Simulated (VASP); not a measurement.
Crystal: BaTiO3.

```
CELL_PARAMETERS angstrom
4.00600 0.00000 0.00000
0.00000 4.00600 0.00000
0.00000 0.00000 4.00600
ATOMIC_POSITIONS crystal
Ba 0.50000 0.50000 0.50000
Ti 0.00000 0.00000 0.00000
O 0.50000 0.00000 0.00000
O 0.00000 0.50000 0.00000
O 0.00000 0.00000 0.50000
```

Base run:

| Property | Result |
| --- | --- |
| Program | VASP 6.6.1 |
| Functional | PBE |
| Potentials or basis | VASP PAW PBE potentials, release 64 (Ba_sv, Ti_sv, O_h) |
| Cutoff | 1340 eV |
| k mesh | 4 × 4 × 4, shifted |
| Occupations | gaussian, width 0.01 eV |
| Spin | no spin polarisation |

Its results: band gap on the k mesh 2.43 eV (least direct gap 2.74 eV); pressure 3.2 GPa.

Task: After a change of settings the same cell gave: band gap on the k mesh 2.45 eV (least direct gap 2.76 eV); pressure 6.3 GPa. Which change was it?
A. functional from PBE to PBEsol
B. functional from PBE to revPBE
C. functional from PBE to RPBE

Result: B.

revPBE binds less tightly than PBE, so the same cell stands under more pressure.

Caveats: the cell stands under pressure; spin-orbit coupling is left out, which moves the levels of the heavy elements; a shifted mesh leaves out Γ, where band edges can lie; the PAW data sets were made with another functional, which shifts forces and pressure a little (at least some runs).
